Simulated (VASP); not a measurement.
A run of VASP 6.6.1 is set up as follows.

File INCAR:

```
SYSTEM = Ta4S7
ALGO = Normal
EDIFF = 1E-6
ENCUT = 520
ISIF = 2
ISMEAR = -1
LASPH = .True.
LCHARG = .False.
LREAL = .False.
LWAVE = .False.
NBANDS = 54
NELM = 80
PREC = Accurate
SIGMA = 0.1
```

KPOINTS

```
k-points
0
Gamma
  3 2 3
  0 0 0
```

POSCAR

```
Ta4S7
1.0
   -3.2888460000      5.6718380000      0.0000000000
    1.6444230000      0.0000000000     11.2358110000
    3.2888460000      5.6718380000      0.0000000000
Ta S
4 7
Direct
    0.4581887935      0.0035333453      0.4679526090
    0.4710380174     -0.0149706149      0.9787905919
    0.9649832692     -0.0272999430      0.4833315452
    0.9720266995      0.0050160153      0.9565937936
    0.3887178021      0.1404212833     -0.2052257842
    0.1023948977      0.8585746058      0.1600431339
    0.1334195912      0.1371148019      0.5651030041
    0.1034348772      0.8522986013      0.6799150703
    0.6733031776      0.1374668015      0.1059821264
    0.6155189105      0.8597866233      0.1829848549
    0.5859776720      0.8570117457      0.6755960895
```

Potentials or basis: VASP PAW LDA potentials, release 64 (Ta_pv, S).

The run is started by

```console
$ cat potpaw_LDA.64/Ta_pv/POTCAR potpaw_LDA.64/S/POTCAR > POTCAR
$ mpirun -np 1 vasp_std > vasp.out
```

Problem. What does it give for the band gap on the k mesh?

Solution. 0.13 eV.

Problem. Predict the largest force.

Solution. 0.099 eV/Å.

Problem. What does it give for the pressure?

Solution. -1.5 GPa.

Forces in eV/Å, atoms in the order of the input:
```
Ta   0.006 -0.004  0.008
Ta   0.052  0.022  0.008
Ta  -0.032 -0.027  0.001
Ta   0.024  0.026 -0.011
S    0.081  0.011  0.056
S   -0.025 -0.024 -0.050
S   -0.006  0.018  0.053
S   -0.018 -0.017 -0.036
S   -0.021  0.003  0.046
S   -0.029  0.001 -0.054
S   -0.032 -0.009 -0.022
```

Caveat: spin-orbit coupling is left out, which moves the levels of the heavy elements.
